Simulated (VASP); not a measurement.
# Sn2PW3 (R-3m) in VASP: a series of runs

Sn2PW3 is run at these levels: PBE; tasks: single point, relaxation of cell and atoms.

Everything below comes from runs of VASP 6.6.1. Logs are shortened: lines on timing, memory, paths and dates and some standing lists are left out, and cuts for length are marked.

**1. The cell of the first run**

Symmetry: R-3m, No. 166, trigonal system. The conventional cell has a = 5.162 Å, b = 5.162 Å, c = 19.421 Å, α = 90.00°, β = 90.00°, γ = 120.00°. Sn (site symmetry 3m) has 3 W at 2.92 Å and 3 Sn at 3.31 Å and 4 P at 3.90 to 3.96 Å within 4.0 Å. Within 3.4 Å of P (site symmetry -3m) lie 6 W at 2.58 Å. Within 3.4 Å of W (site symmetry 2/m) lie 2 P at 2.58 Å and 4 W at 2.58 Å and 2 Sn at 2.92 Å.

The cell was generated, and may not be a known phase.

**2. Single point, PBE**

INCAR reads:

```
SYSTEM = Sn2PW3
PREC = Accurate
ENCUT = 520
EDIFF = 1E-7
ISMEAR = 0
SIGMA = 0.1
LREAL = .False.
LASPH = .True.
NELM = 60
ALGO = Normal
ISIF = 2
LWAVE = .False.
LCHARG = .True.
GGA = PE
LELF = .True.
LVHAR = .True.
NBANDS = 46
```

KPOINTS reads:

```
regular mesh
0
Gamma
  6 6 6
  0 0 0
```

POSCAR reads:

```
Sn2PW3
1.0
    2.5808103209      1.4900315335      6.4735776016
   -2.5808103209      1.4900315335      6.4735776016
    0.0000000000     -2.9800630670      6.4735776016
Sn P W
2 1 3
Direct
    0.7038540400      0.7038540400      0.7038540400
    0.2961459600      0.2961459600      0.2961459600
    0.5000000000      0.5000000000      0.5000000000
    0.0000000000      0.0000000000      0.5000000000
    0.5000000000      0.0000000000      0.0000000000
    0.0000000000      0.5000000000      0.0000000000
```

Potentials or basis: VASP PAW PBE potentials, release 64 (Sn_d, P, W_sv).

Launch:

```bash
$ cat potpaw_PBE.64/Sn_d/POTCAR potpaw_PBE.64/P/POTCAR potpaw_PBE.64/W_sv/POTCAR > POTCAR
$ mpirun -np 1 vasp_std > vasp.out
```

OUTCAR:

```text
SYSTEM = Sn2PW3
   PREC = Accurate
   ENCUT = 520
   EDIFF = 1E-7
   ISMEAR = 0
   LREAL = .False.
   LASPH = .True.
   NELM = 60
   ISIF = 2
   GGA = PE

 ion  position               nearest neighbor table
   1  0.704  0.704  0.704-   5 2.92   6 2.92   4 2.92   2 3.31   2 3.31   2 3.31
   2  0.296  0.296  0.296-   5 2.92   6 2.92   4 2.92   1 3.31   1 3.31   1 3.31
   3  0.500  0.500  0.500-   4 2.58   4 2.58   5 2.58   5 2.58   6 2.58   6 2.58
   4  0.000  0.000  0.500-   3 2.58   3 2.58   5 2.58   6 2.58   6 2.58   5 2.58   1 2.92   2 2.92

   5  0.500  0.000  0.000-   6 2.58   6 2.58   3 2.58   3 2.58   4 2.58   4 2.58   1 2.92   2 2.92

   6  0.000  0.500  0.000-   5 2.58   5 2.58   4 2.58   3 2.58   3 2.58   4 2.58   1 2.92   2 2.92

  LATTYP: Found a trigonal (rhomboedric) cell.
 ALAT       =     7.1265687990
 COS(alpha) =     0.7377103189

  Lattice vectors:

 A1 = (   2.5808103209,   1.4900315335,   6.4735776016)
 A2 = (  -2.5808103209,   1.4900315335,   6.4735776016)
 A3 = (   0.0000000000,  -2.9800630670,   6.4735776016)

Analysis of symmetry for initial positions (statically):
=====================================================================
 Subroutine PRICEL returns:
 Original cell was already a primitive cell.

 Routine SETGRP: Setting up the symmetry group for a
 trigonal (rhombohedral) supercell.

 Subroutine GETGRP returns: Found 12 space group operations
 (whereof 12 operations were pure point group operations)
 out of a pool of 12 trial point group operations.

The static configuration has the point symmetry D_3d.

Analysis of symmetry for dynamics (positions and initial velocities):
=====================================================================
 Subroutine PRICEL returns:
 Original cell was already a primitive cell.

 Routine SETGRP: Setting up the symmetry group for a
 trigonal (rhombohedral) supercell.

 Subroutine GETGRP returns: Found 12 space group operations
 (whereof 12 operations were pure point group operations)
 out of a pool of 12 trial point group operations.

The dynamic configuration has the point symmetry D_3d.

 Subroutine INISYM returns: Found 12 space group operations
 (whereof 12 operations are pure point group operations),
 and found     1 'primitive' translations

----------------------------------------------------------------------------------------

                                     Primitive cell

  volume of cell :     149.3644

  direct lattice vectors                    reciprocal lattice vectors
     2.580810321  1.490031534  6.473577602     0.193737601  0.111854456  0.051491363
    -2.580810321  1.490031534  6.473577602    -0.193737601  0.111854456  0.051491363
     0.000000000 -2.980063067  6.473577602     0.000000000 -0.223708912  0.051491363

  length of vectors
     7.126568799  7.126568799  7.126568799     0.229558354  0.229558354  0.229558354

  position of ions in fractional coordinates (direct lattice)
     0.703854040  0.703854040  0.703854040
     0.296145960  0.296145960  0.296145960
     0.500000000  0.500000000  0.500000000
     0.000000000  0.000000000  0.500000000
     0.500000000  0.000000000  0.000000000
     0.000000000  0.500000000  0.000000000

  ion indices of the primitive-cell ions
   primitive index   ion index
                 1           1
                 2           2
                 3           3
                 4           4
                 5           5
                 6           6

----------------------------------------------------------------------------------------

 KPOINTS: regular mesh

Automatic generation of k-mesh.
 Grid dimensions read from file:
 generate k-points for:    6    6    6

 Generating k-lattice:

  Cartesian coordinates                     Fractional coordinates (reciprocal lattice)
     0.032289600  0.018642409  0.008581894     0.166666667 -0.000000000  0.000000000
    -0.032289600  0.018642409  0.008581894    -0.000000000  0.166666667  0.000000000
     0.000000000 -0.037284819  0.008581894     0.000000000  0.000000000  0.166666667

  Length of vectors
     0.038259726  0.038259726  0.038259726

  Shift w.r.t. Gamma in fractional coordinates (k-lattice)
     0.000000000  0.000000000  0.000000000

 Subroutine IBZKPT returns following result:
 ===========================================

 Found     32 irreducible k-points:

 Following reciprocal coordinates:
            Coordinates               Weight
  0.000000  0.000000  0.000000      1.000000
  0.166667 -0.000000 -0.000000      6.000000
  0.333333 -0.000000 -0.000000      6.000000
  0.500000 -0.000000 -0.000000      3.000000
  0.166667  0.166667 -0.000000      6.000000
  0.333333  0.166667 -0.000000     12.000000
[... 16 lines left out ...]
  0.500000  0.500000  0.166667      6.000000
 -0.333333  0.500000  0.166667     12.000000
 [... further k-points ...]
   k-points           NKPTS =     32   k-points in BZ     NKDIM =     32   number of bands    NBANDS=     46
   number of dos      NEDOS =    301   number of ions     NIONS =      6
   total plane-waves  NPLWV = 157464
   dimension x,y,z NGX =    54 NGY =   54 NGZ =   54
   dimension x,y,z NGXF=   108 NGYF=  108 NGZF=  108
   ions per type =               2   1   3
   NGX,Y,Z   is equivalent  to a cutoff of  12.60, 12.60, 12.60 a.u.
   NGXF,Y,Z  is equivalent  to a cutoff of  25.19, 25.19, 25.19 a.u.
 SYSTEM =  Sn2PW3
   PREC   = accura    normal or accurate (medium, high low for compatibility)
   ISTART =      0    job   : 0-new  1-cont  2-samecut
   ICHARG =      2    charge: 1-file 2-atom 10-const
   ISPIN  =      1    spin polarized calculation?
   LNONCOLLINEAR =      F non collinear calculations
   LSORBIT =      F    spin-orbit coupling
   LASPH  =      T    aspherical Exc in radial PAW
   ENCUT  =  520.0 eV  38.22 Ry    6.18 a.u.  13.25 13.25 13.25*2*pi/ulx,y,z
   NELM   =     60;   NELMIN=  2; NELMDL= -5     # of ELM steps
   EDIFF  = 0.1E-06   stopping-criterion for ELM
   LREAL  =      F    real-space projection
   EDIFFG = 0.1E-05   stopping-criterion for IOM
   NSW    =      0    number of steps for IOM
   IBRION =     -1    ionic relax: 0-MD 1-quasi-New 2-CG
   NFREE  =      0    steps in history (QN), initial steepest desc. (CG)
   ISIF   =      2    stress and relaxation
   ISYM   =      2    0-nonsym 1-usesym 2-fastsym
   POTIM  = 0.5000    time-step for ionic-motion
   TEBEG  =    0.0;   TEEND  =   0.0 temperature during run
   PSTRESS=    0.0 pullay stress
   NELECT =      75.0000    total number of electrons
   NUPDOWN=      -1.0000    fix difference up-down
   EMIN   =  10.00;   EMAX   =-10.00  energy-range for DOS
   EFERMI =   0.00;   METHOD = LEGACY
   ISMEAR =     0;   SIGMA  =   0.10  broadening in eV -4-tet -1-fermi 0-gaus
   EFERMI_NEDOS =   21; number of points for ismear=-14 and -15
   IALGO  =     38    algorithm
   IMIX   =      4    mixing-type and parameters
     AMIX     =   0.40;   BMIX     =  1.00
     AMIX_MAG =   1.60;   BMIX_MAG =  1.00
  volume/ion in A,a.u.               =      24.89       167.99
  Fermi-wavevector in a.u.,A,eV,Ry     =   1.301206  2.458924 23.036543  1.693138
  Thomas-Fermi vector in A             =   2.432355
   LORBIT       =      0    0 simple, 1 ext, 2 COOP (PROOUT), +10 PAW based schemes
   GGA     = PE    functional components
   LHFCALC =     F    Hartree Fock is set to
   AEXX    =    0.0000 exact exchange contribution
   IVDW    =     0    specifies the selected vdW correction
   LEPSILON=     F    determine dielectric tensor
   LRPA    =     F    only Hartree local field effects (RPA)
 non-spin polarized calculation
 Gauss-broadening in eV      SIGMA  =   0.10
  energy-cutoff  :      520.00
  volume of cell :      149.36
 maximum number of plane-waves:      4074
 NGX is ok and might be reduce to    54
   NGX = 27   NGY = 27   NGZ = 27

 number of electron      75.0000004 magnetization

 Free energy of the ion-electron system (eV)
  ---------------------------------------------------
  ext. energy  EPLUGINS =         0.00000000
  ---------------------------------------------------
  free energy    TOTEN  =       -47.65331488 eV

  energy without entropy =      -47.64356382  energy(sigma->0) =      -47.64843935

 E-fermi :   6.3044     XC(G=0): -10.2435

 val. band max:        6.2715655689   @ k =  -0.1667   0.5000   0.1667
 cond. band min:       6.3119160401   @ k =   0.1667   0.1667  -0.0000
 fundamental gap:      0.0403504712
 Fermi energy:         6.3043895322

 k-point     1 :       0.0000    0.0000    0.0000
  band No.  band energies     occupation
      1     -67.6001      2.00000
      2     -67.4162      2.00000
      3     -67.4162      2.00000
      4     -32.8771      2.00000
      5     -32.3518      2.00000
      6     -32.3518      2.00000
[... 38 lines left out ...]
     45       8.6844      0.00000
     46       8.9973      0.00000

 k-point     2 :       0.1667   -0.0000   -0.0000
  band No.  band energies     occupation
      1     -67.5893      2.00000
      2     -67.4271      2.00000
      3     -67.4162      2.00000
      4     -32.7874      2.00000
      5     -32.3348      2.00000
      6     -32.2862      2.00000
[... 38 lines left out ...]
     45       9.0951      0.00000
     46       9.4503      0.00000

 k-point     3 :       0.3333   -0.0000   -0.0000
  band No.  band energies     occupation
      1     -67.5616      2.00000
      2     -67.4554      2.00000
      3     -67.4161      2.00000
      4     -32.6026      2.00000
      5     -32.2260      2.00000
      6     -32.1068      2.00000
[... 38 lines left out ...]
     45       9.1355      0.00000
     46       9.6913      0.00000

 k-point     4 :       0.5000   -0.0000   -0.0000
  band No.  band energies     occupation
      1     -67.5392      2.00000
      2     -67.4780      2.00000
      3     -67.4162      2.00000
      4     -32.5324      2.00000
      5     -31.9699      2.00000
      6     -31.9094      2.00000
[... 920 lines left out ...]
     45       9.0777      0.00000
     46       9.5463      0.00000

 k-point    23 :       0.5000    0.5000    0.1667
  band No.  band energies     occupation
      1     -67.5616      2.00000
      2     -67.4554      2.00000
      3     -67.4162      2.00000
      4     -32.6026      2.00000
      5     -32.2260      2.00000
      6     -32.1068      2.00000
[... 38 lines left out ...]
     45       9.5407      0.00000
     46       9.6829      0.00000

 k-point    24 :      -0.3333    0.5000    0.1667
  band No.  band energies     occupation
      1     -67.5392      2.00000
      2     -67.4779      2.00000
      3     -67.4162      2.00000
      4     -32.4622      2.00000
      5     -32.1826      2.00000
      6     -31.8880      2.00000
[... 38 lines left out ...]
     45       9.5600      0.00000
     46       9.7748      0.00000

 [... further k-points ...]

------------------------ aborting loop because EDIFF is reached ----------------------------------------

  FORCE on cell =-STRESS in cart. coord.  units (eV):
  Direction    XX          YY          ZZ          XY          YZ          ZX
  --------------------------------------------------------------------------------------
  -------------------------------------------------------------------------------------
  Total        0.3159996      0.3159996      0.2236241      0.0000000     -0.0000000      0.0000000
  in kB        3.3896119      3.3896119      2.3987338      0.0000000     -0.0000000      0.0000000
  external PRESSURE =       3.0593192 kB  Pullay stress =       0.0000000 kB

 VOLUME and BASIS-vectors are now :
 -----------------------------------------------------------------------------
  energy-cutoff  :      520.00
  volume of cell :      149.36
      direct lattice vectors                 reciprocal lattice vectors
     2.580810321  1.490031534  6.473577602     0.193737601  0.111854456  0.051491363
    -2.580810321  1.490031534  6.473577602    -0.193737601  0.111854456  0.051491363
     0.000000000 -2.980063067  6.473577602     0.000000000 -0.223708912  0.051491363

 POSITION                                       TOTAL-FORCE (eV/Angst)
 -----------------------------------------------------------------------------------
      0.00000      0.00000     13.66936        -0.000000     -0.000000     -0.033942
      0.00000      0.00000      5.75137        -0.000000     -0.000000      0.033942
      0.00000      0.00000      9.71037        -0.000000      0.000000      0.000000
      0.00000     -1.49003      3.23679         0.000000     -0.000000     -0.000000
      1.29041      0.74502      3.23679        -0.000000     -0.000000     -0.000000
     -1.29041      0.74502      3.23679        -0.000000      0.000000      0.000000
 -----------------------------------------------------------------------------------
    total drift:                               -0.000000     -0.000000      0.000000

  FREE ENERGIE OF THE ION-ELECTRON SYSTEM (eV)
  ---------------------------------------------------
  free  energy   TOTEN  =       -47.6533148756 eV

  energy  without entropy=      -47.6435638176  energy(sigma->0) =      -47.64843935
```

Run time: 10 min. Hardware: 1 thread of Intel Xeon 6975P-C (Granite Rapids), shared host; peak memory 0.51 GiB.

Results:

* Free energy: -47.6533 eV
* Pressure: 0.3 GPa
* Largest force: 0.034 eV/Å
* Band gap on the k mesh: zero (an odd number of electrons rules out a gap without spin polarisation)

Forces in eV/Å, atoms in the order of the input:
```
Sn   0.000  0.000 -0.034
Sn   0.000  0.000  0.034
P    0.000  0.000  0.000
W    0.000  0.000  0.000
W    0.000  0.000  0.000
W    0.000  0.000  0.000
```

Caveat: spin-orbit coupling is left out, which moves the levels of the heavy elements.

**3. Relaxation of cell and atoms, PBE**

This run uses another cell than the first one, of 24.49 Å³/atom.

INCAR reads:

```
ALGO = Normal
EDIFF = 1E-7
EDIFFG = -0.04
ENCUT = 600
GGA = PE
IBRION = 2
ISIF = 3
ISMEAR = 0
LASPH = True
LCHARG = False
LREAL = False
LWAVE = False
NELM = 80
NSW = 90
PREC = Accurate
SIGMA = 0.1
```

KPOINTS reads:

```
k-points
0
Gamma
  6 6 6
```

POSCAR reads:

```
Sn2PW3
1.0
    2.5659506009      1.4814522701      6.4426038633
   -2.5659506009      1.4814522701      6.4426038633
    0.0000000000     -2.9629045403      6.4426038633
Sn P W
2 1 3
Direct
    0.7013880549      0.7013880549      0.7013880549
    0.2986119451      0.2986119451      0.2986119451
    0.5000000000      0.5000000000      0.5000000000
    0.0000000000      0.0000000000      0.5000000000
    0.5000000000      0.0000000000      0.0000000000
    0.0000000000      0.5000000000      0.0000000000
```

Potentials or basis: VASP PAW PBE potentials, release 64 (Sn_d, P, W_sv).

Launch:

```bash
$ cat potpaw_PBE.64/Sn_d/POTCAR potpaw_PBE.64/P/POTCAR potpaw_PBE.64/W_sv/POTCAR > POTCAR
$ mpirun -np 1 vasp_std > vasp.out
```

Run time: 74 min. Hardware: 1 thread of Intel Xeon 6975P-C (Granite Rapids), shared host; peak memory 0.69 GiB.

The run converged. Its results:

| Property | Result |
| --- | --- |
| Free energy | -47.6538 eV |
| Relaxed volume | 24.91 Å³/atom |
| Relaxed cell | a = 7.130 Å, b = 7.130 Å, c = 7.130 Å, α = 42.45°, β = 42.45°, γ = 42.45° |
| Space group after relaxing (to 0.1 Å) | R-3m (No. 166) |
| Energy gained by relaxing | 3.2 meV/atom |
| Ionic steps | 11 |
| Pressure after relaxing | 0.2 GPa |
| Largest force after relaxing | 0.010 eV/Å |
| Band gap on the k mesh | zero (an odd number of electrons rules out a gap without spin polarisation) |

Forces on the atoms (eV/Å):
```
Sn   0.000  0.000  0.010
Sn   0.000  0.000 -0.010
P    0.000  0.000  0.000
W    0.000  0.000  0.000
W    0.000  0.000  0.000
W    0.000  0.000  0.000
```

Stress tensor (GPa, compression positive):
```
0.25 0.00 0.00
0.00 0.25 0.00
0.00 0.00 0.02
```

Step by step:
```tsv
step	energy change (eV)	largest force (eV/Å)	pressure (GPa)	volume (Å³)
1	0.0000	0.1278	1.49	146.94
2	0.0289	0.2137	-3.02	151.83
3	-0.0139	0.1594	-0.24	148.69
4	-0.0162	0.0737	0.01	148.26
5	-0.0162	0.0592	0.06	148.20
6	-0.0169	0.0522	0.11	148.31
7	-0.0182	0.0312	0.24	148.63
8	-0.0183	0.0120	0.53	149.29
9	-0.0187	0.0081	0.40	148.98
10	-0.0190	0.0083	0.34	149.11
11	-0.0195	0.0097	0.17	149.48
```

Final structure:
```cif
data_structure
_symmetry_space_group_name_H-M 'P 1'
_symmetry_Int_Tables_number 1
_cell_length_a 7.1295
_cell_length_b 7.1295
_cell_length_c 7.1295
_cell_angle_alpha 42.452
_cell_angle_beta 42.452
_cell_angle_gamma 42.452
_cell_volume 149.48
loop_
_atom_site_label
_atom_site_type_symbol
_atom_site_fract_x
_atom_site_fract_y
_atom_site_fract_z
_atom_site_occupancy
Sn1 Sn 0.70357 0.70357 0.70357 1
Sn2 Sn 0.29643 0.29643 0.29643 1
P1 P 0.50000 0.50000 0.50000 1
W1 W 0.00000 0.00000 0.50000 1
W2 W 0.50000 0.00000 0.00000 1
W3 W 0.00000 0.50000 0.00000 1
```

Levels at points of the mesh, in eV from the Fermi level:
```csv
k point,band 33,band 34,band 35,band 36,band 37,band 38,band 39,band 40,band 41,band 42
"(0.00, 0.00, 0.00)",-2.50,-2.35,-1.45,-0.61,-0.61,1.72,1.72,1.75,1.87,1.87
"(0.50, 0.00, 0.00)",-1.76,-1.30,-0.85,-0.67,-0.49,-0.31,0.51,0.52,0.58,0.59
"(0.50, 0.50, 0.00)",-1.71,-1.28,-1.25,-0.91,-0.77,-0.74,0.51,0.69,1.87,1.88
"(0.50, 0.50, 0.50)",-2.24,-1.92,-0.50,-0.37,-0.37,-0.08,0.00,0.00,1.73,1.73
```

Caveat: spin-orbit coupling is left out, which moves the levels of the heavy elements.

The gap in the log of VASP goes by the Fermi energy; the results here count the filled bands.